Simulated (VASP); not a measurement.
As: relaxation of cell and atoms with PBE+D3(BJ)

The system is As.

```
As
1.0
     1.89144    1.09202    3.37139
    -1.89144    1.09202    3.37139
     0.00000   -2.18404    3.37139
As
2
Direct
  0.76971 0.76971 0.76971
  0.23029 0.23029 0.23029
```

- Program: VASP 6.6.1
- Task: relaxation of cell and atoms
- Functional: PBE
- Dispersion: D3(BJ)
- Potentials or basis: VASP PAW PBE potentials, release 64 (As)
- Cutoff: 600 eV
- k mesh: 15 × 15 × 15
- Occupations: fermi-dirac, width 0.15 eV
- Spin: no spin polarisation
- Dipole correction: no
- Further INCAR settings: ALGO = Normal; EDIFF = 1e-06; IBRION = 2; EDIFFG = -0.001; NSW = 80; ISIF = 3

The relaxed volume is 20.92 Å³/atom and the relaxed cell is a = 4.019 Å, b = 4.019 Å, c = 4.019 Å, α = 56.19°, β = 56.19°, γ = 56.19°. The space group after relaxing (to 0.1 Å) is R-3m (No. 166) and the energy gained by relaxing is 0.1 meV/atom. The ionic steps are 17, the pressure after relaxing is 0.0 GPa and the band gap on the k mesh is zero (bands 5 and 6 overlap by 0.14 eV). The dispersion energy per atom is -0.432 eV.

The path:
```tsv
step	energy change (eV)	largest force (eV/Å)	pressure (GPa)	volume (Å³)
1	0.0000	0.0617	0.30	41.78
2	-0.0001	0.0164	-0.29	42.01
3	-0.0002	0.0164	-0.06	41.92
4	-0.0002	0.0152	-0.06	41.92
5	-0.0002	0.0126	-0.07	41.93
6	-0.0002	0.0143	-0.08	41.92
7	-0.0003	0.0056	-0.04	41.89
8	-0.0003	0.0002	-0.02	41.86
9	-0.0003	0.0006	-0.02	41.86
10	-0.0003	0.0013	-0.02	41.86
11	-0.0003	0.0027	0.02	41.84
12	-0.0003	0.0023	0.02	41.84
13	-0.0003	0.0020	0.01	41.84
14	-0.0003	0.0022	-0.01	41.84
15	-0.0003	0.0026	0.01	41.84
16	-0.0003	0.0023	0.01	41.84
17	-0.0003	0.0003	0.00	41.84
```

Final structure:
```yaml
crystal:
  lattice:
    - [1.89250, 1.09263, 3.37254]
    - [-1.89250, 1.09263, 3.37254]
    - [0.00000, -2.18527, 3.37254]
  atoms:
    - { symbol: As, position: [0.76936, 0.76936, 0.76936] }
    - { symbol: As, position: [0.23064, 0.23064, 0.23064] }
```

Levels at points of the mesh, in eV from the Fermi level:
| k point | band 2 | band 3 | band 4 | band 5 | band 6 | band 7 | band 8 | band 9 |
| --- | --- | --- | --- | --- | --- | --- | --- | --- |
| (0.00, 0.00, 0.00) | -5.60 | -2.41 | -2.06 | -2.06 | 2.14 | 3.13 | 3.13 | 6.48 |

It took 5.5 min on 1 thread of AMD EPYC 9R45 96-Core Processor (Zen 5) (shared host), peak memory 0.28 GiB.
